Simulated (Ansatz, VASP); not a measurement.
H in VASP and in Ansatz

```
H
1.0
    -1.83864    1.83864    2.28556
     1.83864   -1.83864    2.28556
     1.87110    1.87110   -2.28556
H
2
Direct
  0.91789 0.91789 0.00000
  0.08211 0.08211 0.00000
```

Alike in both runs: task single point; functional RPBE; k mesh 8 × 8 × 8; occupations tetrahedron; no spin polarisation.

|  | VASP | Ansatz |
| --- | --- | --- |
| version | VASP 6.6.1 | Ansatz 0.2.0 |
| potentials or method | VASP PAW PBE potentials, release 64 (H) | scalar-relativistic, plane waves, PAW |
| plane-wave cutoff (eV) | 500 | 420 |
| valence electrons in the cell | 2 | 2 |

|  | VASP | Ansatz | Ansatz less VASP |
| --- | --- | --- | --- |
| gap on the k mesh at the Fermi level (eV) | 9.43 | 9.42 | -0.002 |
| pressure (GPa) | -0.2 | 0.0 | +0.20 |
| traceless stress, the component that is largest in VASP (GPa) | -0.45 | -0.40 | +0.049 |
| rms of the force components (eV/Å) | 0.096 | 0.093 | -0.0033 |

VASP's potentials were made for PBE, not for RPBE. Atom by atom the forces differ by 0.003 eV/Å (rms over components). Ansatz's warnings: band table not solved further, tetrahedron derivatives may miss energy slope.
